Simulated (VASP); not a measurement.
Write the native input for VASP 6.6.1 that does the following.

| Item | Value |
| --- | --- |
| Task | single point |
| Functional | PBE |
| Potentials or basis | VASP PAW PBE potentials, release 64 (Ba_sv, Zr_sv, O_h) |
| Cutoff | 910 eV |
| k mesh | 6 × 6 × 6 |
| Occupations | gaussian, width 0.02 eV |
| Spin | no spin polarisation |
| Dipole correction | no |
| Second run | hard_potentials |
| Further INCAR settings | ALGO = Normal; EDIFF = 1e-06; NBANDS = 28 |

The structure of BaZrO3 lies in POSCAR:

```
BaZrO3
1.0
    4.2267269579      0.0000000000      0.0000000000
    0.0000000000      4.2267269579      0.0000000000
    0.0000000000      0.0000000000      4.2267269579
Ba Zr O
1 1 3
Direct
    0.5000000000      0.5000000000      0.5000000000
    0.0000000000      0.0000000000      0.0000000000
    0.5000000000      0.0000000000      0.0000000000
    0.0000000000      0.5000000000      0.0000000000
    0.0000000000      0.0000000000      0.5000000000
```

The input as run:

INCAR

```
ALGO = Normal
EDIFF = 1E-6
ENCUT = 910
GGA = PE
GGA_COMPAT = F
ISIF = 2
ISMEAR = 0
LASPH = T
LCHARG = F
LREAL = F
LWAVE = F
NBANDS = 28
NELM = 120
PREC = Accurate
SIGMA = 0.02
```

KPOINTS

```
k-points
0
Gamma
  6 6 6
```

Potentials or basis: VASP PAW PBE potentials, release 64 (Ba_sv, Zr_sv, O_h).

The run is started by

```console
$ cat potpaw_PBE.64/Ba_sv/POTCAR potpaw_PBE.64/Zr_sv/POTCAR potpaw_PBE.64/O_h/POTCAR > POTCAR
$ mpirun -np 1 vasp_std > vasp.out
```

Results of the run:

The pressure is 0.8 GPa and the band gap on the k mesh is 3.14 eV, indirect (least direct gap 3.39 eV).

Caveat: the cutoff is under 1.25 times the usual one of these potentials, so pressure, stress and relaxed cells hold a basis-set (Pulay) error; spin-orbit coupling is left out, which moves the levels of the heavy elements.

Wall time 51 s on 1 thread of AMD EPYC 9R45 96-Core Processor (Zen 5), with other jobs on the host, peak memory 0.29 GiB.
